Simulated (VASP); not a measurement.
Runs of VASP 6.6.1 on F. The structure is that of space group Im-3m (No. 229), or close to it. The cells are those of the table. 

| task | cell | cutoff (eV) | k mesh for the DOS | occupations for the DOS | gap on the mesh (eV) | pressure (GPa) |
| --- | --- | --- | --- | --- | --- | --- |
| single point | a = 1.783 Å, angles 109.5°, 1 atom | 600 | - | - | none | 380.4 |
| single point | a = 2.264 Å, angles 109.5°, 1 atom | 520 | - | - | none | 8.4 |
| single point | a = 2.362 Å, angles 109.5°, 1 atom | 600 | - | - | none | -0.6 |
| single point | a = 1.970 Å, angles 109.5°, 1 atom | 520 | - | - | none | 117.8 |
| single point | a = 2.077 Å, angles 109.5°, 1 atom | 520 | - | - | none | (b) |
| single point | a = 2.175 Å, angles 109.5°, 1 atom | 520 | - | - | none | (a) |
| single point | a = 1.783 Å, angles 109.5°, 1 atom | 520 | - | - | none | 380.6 |
| single point | a = 1.875 Å, angles 109.5°, 1 atom | 520 | - | - | none | 217.5 |

Alike in all rows: level PBE; potentials or basis VASP PAW PBE potentials, release 64 (F); no spin polarisation; k mesh 18 × 18 × 18; smearing fermi-dirac 0.08 eV.

**Question.** Fill in the values left out.

**Answer.** (a) 24.1; (b) 54.8.

Caveats: an odd number of electrons without spin polarisation forces a metal; a magnetic or distorted state may lie lower.

A gap of «none» marks levels without a gap at the run's occupations.
